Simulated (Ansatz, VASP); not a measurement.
# Zr2B3: VASP beside Ansatz

```
Zr B
1.0
     4.05021    0.00000    0.00000
    -2.02510    3.50758    0.00000
     0.00000    0.00000    4.42540
Zr B
2 3
Cartesian
  0.0000 2.3384 2.2127
  2.0251 1.1692 2.2127
  2.0654 0.0000 0.0000
  -1.0327 1.7887 0.0000
  0.9924 1.7189 0.0000
```

Alike in both runs: task single point; functional PBE; k mesh 6 × 6 × 4; occupations gaussian, width 0.1 eV; no spin polarisation.

```csv
,VASP,Ansatz
version,VASP 6.6.1,Ansatz 0.2.0
potentials or method,"VASP PAW PBE potentials, release 64 (Zr_sv, B), cutoff 520 eV","scalar-relativistic, plane waves, PAW"
valence electrons in the cell,33,33
```

Ansatz gave:

- gap on the k mesh at the Fermi level (eV): none
- pressure (GPa): 17.3
- traceless stress, the component that is largest in VASP (GPa): -6.46
- rms of the force components (eV/Å): 0.092

**Question.** Which values does VASP return?

**Answer.** gap on the k mesh at the Fermi level (eV): none; pressure (GPa): 17.8; traceless stress, the component that is largest in VASP (GPa): -6.86; rms of the force components (eV/Å): 0.092.

Atom by atom the forces differ by 0.000 eV/Å (rms over components). A gap of «none» marks a metal or a gap that the smearing closes.
